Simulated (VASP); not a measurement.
# As (P2/m) in VASP: a series of runs, part 2 of 2

VASP 6.6.1. The steps go on from the part before.

### Step 3. Single point, PBEsol (P replaced by As, lengths x 1.067, strained)

Contents of INCAR:

```
SYSTEM = As
  PREC = Accurate
  ENCUT = 500
  EDIFF = 1E-6
  ISMEAR = 0
  SIGMA = 0.1
  LREAL = .FALSE.
  LASPH = .TRUE.
  NELM = 120
  ALGO = Normal
  ISIF = 2
  LWAVE = .FALSE.
  LCHARG = .FALSE.
  GGA = PS
  NBANDS = 12
  GGA_COMPAT = .FALSE.
```

Contents of KPOINTS:

```
Automatic mesh
0
G
  16 16 8
  0 0 0
```

Contents of POSCAR:

```
As
1.0
    2.5773961800      0.0000000000      0.0000000000
    0.0000000000      2.5921088915      0.0000000000
   -0.0215938247      0.0000000000      5.1580287824
As
2
Direct
    0.9999999700      0.0000000000      0.2505746400
    0.0000000300      0.0000000000      0.7494253600
```

Potentials or basis: VASP PAW PBE potentials, release 64 (As).

The run is started by

```bash
cat potpaw_PBE.64/As/POTCAR > POTCAR
mpirun -np 1 vasp_std > vasp.out
```

OUTCAR:

```text
SYSTEM = As
   PREC = Accurate
   ENCUT = 500
   EDIFF = 1E-6
   ISMEAR = 0
   LREAL = .FALSE.
   LASPH = .TRUE.
   NELM = 120
   ISIF = 2
   GGA = PS

 ion  position               nearest neighbor table
   1  1.000  0.000  0.251-   2 2.57   2 2.58
   2  0.000  0.000  0.749-   1 2.57   1 2.58

  LATTYP: Found a simple monoclinic cell.
 ALAT       =     2.5773961800
 B/A-ratio  =     1.0057083624
 C/A-ratio  =     2.0012732319
 COS(beta)  =    -0.0041864124

  Lattice vectors:

 A1 = (   2.5773961800,   0.0000000000,   0.0000000000)
 A2 = (   0.0000000000,   2.5921088915,   0.0000000000)
 A3 = (  -0.0215938247,   0.0000000000,   5.1580287824)

Analysis of symmetry for initial positions (statically):
=====================================================================
 Subroutine PRICEL returns:
 Original cell was already a primitive cell.

 Routine SETGRP: Setting up the symmetry group for a
 simple monoclinic supercell.

 Subroutine GETGRP returns: Found  4 space group operations
 (whereof  4 operations were pure point group operations)
 out of a pool of  4 trial point group operations.

The static configuration has the point symmetry C_2h.

Analysis of symmetry for dynamics (positions and initial velocities):
=====================================================================
 Subroutine PRICEL returns:
 Original cell was already a primitive cell.

 Routine SETGRP: Setting up the symmetry group for a
 simple monoclinic supercell.

 Subroutine GETGRP returns: Found  4 space group operations
 (whereof  4 operations were pure point group operations)
 out of a pool of  4 trial point group operations.

The dynamic configuration has the point symmetry C_2h.

 Subroutine INISYM returns: Found  4 space group operations
 (whereof  4 operations are pure point group operations),
 and found     1 'primitive' translations

----------------------------------------------------------------------------------------

                                     Primitive cell

  volume of cell :      34.4602

[... 118 lines left out ...]
   LRPA    =     F    only Hartree local field effects (RPA)
 non-spin polarized calculation
 Gauss-broadening in eV      SIGMA  =   0.10
  energy-cutoff  :      500.00
  volume of cell :       34.46
 maximum number of plane-waves:       896
   NGX =  9   NGY =  9   NGZ = 19

 number of electron      10.0000000 magnetization

 number of electron       9.9999998 magnetization

 Free energy of the ion-electron system (eV)
  ---------------------------------------------------
  ext. energy  EPLUGINS =         0.00000000
  ---------------------------------------------------
  free energy    TOTEN  =        -9.87954560 eV

  energy without entropy =       -9.87655493  energy(sigma->0) =       -9.87805026

 E-fermi :   7.6165     XC(G=0): -11.1575

 val. band max:        7.6035880219   @ k =  -0.4375   0.5000   0.2500
 cond. band min:       7.6172624125   @ k =   0.3750   0.4375   0.0000
 fundamental gap:      0.0136743906
 Fermi energy:         7.6164610294

 k-point     1 :       0.0000    0.0000    0.0000
  band No.  band energies     occupation
      1      -8.8590      2.00000
      2      -5.0242      2.00000
      3      -0.6664      2.00000
      4      12.0262      0.00000
      5      12.2219      0.00000
      6      12.2588      0.00000
      7      14.8961      0.00000
      8      15.1222      0.00000
      9      16.0635      0.00000
     10      16.1644      0.00000
     11      19.1397      0.00000
     12      19.1685      0.00000
[... 331 lines left out ...]
 k-point    24 :       0.3125    0.1250    0.0000
  band No.  band energies     occupation
      1      -6.5437      2.00000
      2      -2.6675      2.00000
      3       1.4423      2.00000
      4       3.0663      2.00000
      5       6.3961      2.00000
      6      10.6016      0.00000
      7      12.4279      0.00000
      8      13.9401      0.00000
      9      14.2187      0.00000
     10      19.0063      0.00000
     11      19.9370      0.00000
     12      20.6128      0.00000

 [... further k-points ...]

------------------------ aborting loop because EDIFF is reached ----------------------------------------

  FORCE on cell =-STRESS in cart. coord.  units (eV):
  Direction    XX          YY          ZZ          XY          YZ          ZX
  --------------------------------------------------------------------------------------
  -------------------------------------------------------------------------------------
  Total        3.3568615      2.8820261      3.3091499      0.0000000      0.0000000      0.0417100
  in kB      156.0722984    133.9955285    153.8540158      0.0000000      0.0000000      1.9392462
  external PRESSURE =     147.9739476 kB  Pullay stress =       0.0000000 kB

 VOLUME and BASIS-vectors are now :
 -----------------------------------------------------------------------------
  energy-cutoff  :      500.00
  volume of cell :       34.46
      direct lattice vectors                 reciprocal lattice vectors
     2.577396180  0.000000000  0.000000000     0.387988470  0.000000000  0.001624294
     0.000000000  2.592108892  0.000000000     0.000000000  0.385786262  0.000000000
    -0.021593825  0.000000000  5.158028782     0.000000000  0.000000000  0.193872513

 POSITION                                       TOTAL-FORCE (eV/Angst)
 -----------------------------------------------------------------------------------
      2.57199      0.00000      1.29247        -0.000015      0.000000     -0.038565
     -0.01618      0.00000      3.86556         0.000015      0.000000      0.038565
 -----------------------------------------------------------------------------------
    total drift:                                0.000000     -0.000000     -0.000000

  FREE ENERGIE OF THE ION-ELECTRON SYSTEM (eV)
  ---------------------------------------------------
  free  energy   TOTEN  =        -9.8795455950 eV

  energy  without entropy=       -9.8765549342  energy(sigma->0) =       -9.87805026
```

OSZICAR:

```text
N       E                     dE             d eps       ncg     rms          rms(c)
DAV:   1     0.230644597584E+02    0.23064E+02   -0.41383E+03 14256   0.685E+02
DAV:   2    -0.864174625212E+01   -0.31706E+02   -0.30003E+02 19200   0.107E+02
DAV:   3    -0.989574669323E+01   -0.12540E+01   -0.12416E+01 17648   0.211E+01
DAV:   4    -0.990045720411E+01   -0.47105E-02   -0.46791E-02 15956   0.142E+00
DAV:   5    -0.990046383843E+01   -0.66343E-05   -0.66338E-05 17252   0.580E-02    0.396E+00
DAV:   6    -0.988695292851E+01    0.13511E-01   -0.13856E-03 15852   0.253E-01    0.237E+00
DAV:   7    -0.987951358490E+01    0.74393E-02   -0.28968E-03 15632   0.389E-01    0.633E-02
DAV:   8    -0.987954190281E+01   -0.28318E-04   -0.49241E-05 16420   0.436E-02    0.151E-02
DAV:   9    -0.987954572822E+01   -0.38254E-05   -0.40101E-06 16468   0.141E-02    0.292E-03
DAV:  10    -0.987954559503E+01    0.13319E-06   -0.54720E-07  9468   0.397E-03
   1 F= -.98795456E+01 E0= -.98780503E+01  d E =-.299066E-02
```

Wall time 3.5 min (1 thread of Intel Xeon 8259CL, shared host); peak memory 0.3 GiB.

Results:

| Item | Value |
| --- | --- |
| Free energy | -9.8795 eV |
| Pressure | 14.8 GPa |
| Largest force | 0.039 eV/Å |
| Band gap on the k mesh | zero (bands 5 and 6 overlap by 9.46 eV) |

Forces in eV/Å, atoms in the order of the input:
```
As   0.000  0.000 -0.039
As   0.000  0.000  0.039
```

Stress tensor (GPa, compression positive):
```
15.61  0.00  0.19
 0.00 13.40  0.00
 0.19  0.00 15.39
```

Caveat: the cell differs from its parent crystal (P replaced by As, lengths x 1.067, strained); the cell stands under pressure; the PAW data sets were made with another functional, which shifts forces and pressure a little.

The gap in the log of VASP goes by the Fermi energy; the results here count the filled bands.